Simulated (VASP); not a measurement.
Here is a VASP 6.6.1 calculation.

INCAR

```
  PREC = Accurate
  ENCUT = 520
  EDIFF = 1E-8
  ISMEAR = -1
  SIGMA = 0.03
  LREAL = F
  LASPH = T
  NELM = 100
  ALGO = Normal
  ISIF = 2
  LWAVE = F
  LCHARG = F
  GGA = PS
  LEFG = T
  NBANDS = 16
```

File KPOINTS:

```
regular mesh
0
Gamma
  6 6 5
```

Contents of POSCAR:

```
Se
1.0
    4.3661999489      0.0218309997      0.0218309997
   -2.1641937741      3.7703245739      0.0079907005
    0.0247680000      0.0247680000      4.9536000000
Se
3
Direct
    0.2254000000      0.0000000000      0.3333333333
    0.0000000000      0.2254000000      0.6666666667
    0.7746000000      0.7746000000      0.0000000000
```

Potentials or basis: VASP PAW PBE potentials, release 64 (Se).

Launch:

```sh
$ cat potpaw_PBE.64/Se/POTCAR > POTCAR
$ mpirun -np 1 vasp_std > vasp.out
```

Predict the band gap on the k mesh.

1.18 eV (least direct gap 1.44 eV).

Predict the largest force.

0.428 eV/Å.

What does it give for the pressure?

0.4 GPa.

Electric field gradients, principal values (V/Å²):
| atom | least | middle | greatest (by size) |
| --- | --- | --- | --- |
| 1 Se | 165.169 | 329.050 | -494.220 |
| 2 Se | 157.557 | 323.629 | -481.186 |
| 3 Se | 164.200 | 327.772 | -491.972 |

Caveat: the cell differs from its parent crystal (equal xy, yz and zx shear strains of +1 %); without QUAD_EFG the Cq values of the log hold for a quadrupole moment of 1 mb, not for the nuclei; the PAW data sets were made with another functional, which shifts forces and pressure a little; an odd mesh through Γ misses points on the zone boundary, where band edges can lie.
